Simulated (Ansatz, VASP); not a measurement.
## One calculation of Yb, two programs

```
Yb
1.0
     0.00000    2.61516    2.61516
     2.61516    0.00000    2.61516
     2.61516    2.61516    0.00000
Yb
1
Direct
  0.00000 0.00000 0.00000
```

Alike in both runs: task single point; functional PBE; k mesh 15 × 15 × 15; occupations fermi-dirac, width 0.1 eV; no spin polarisation.

|  | VASP | Ansatz |
| --- | --- | --- |
| version | VASP 6.6.1 | Ansatz 0.2.0 |
| potentials or method | VASP PAW PBE potentials, release 64 (Yb), cutoff 520 eV | plane waves (420 eV) with PAW, scalar-relativistic |
| valence electrons in the cell | 24 | 24 |

|  | VASP | Ansatz | Ansatz less VASP |
| --- | --- | --- | --- |
| pressure (GPa) | -1.2 | 0.0 | +1.17 |

Spin-orbit coupling is off throughout.
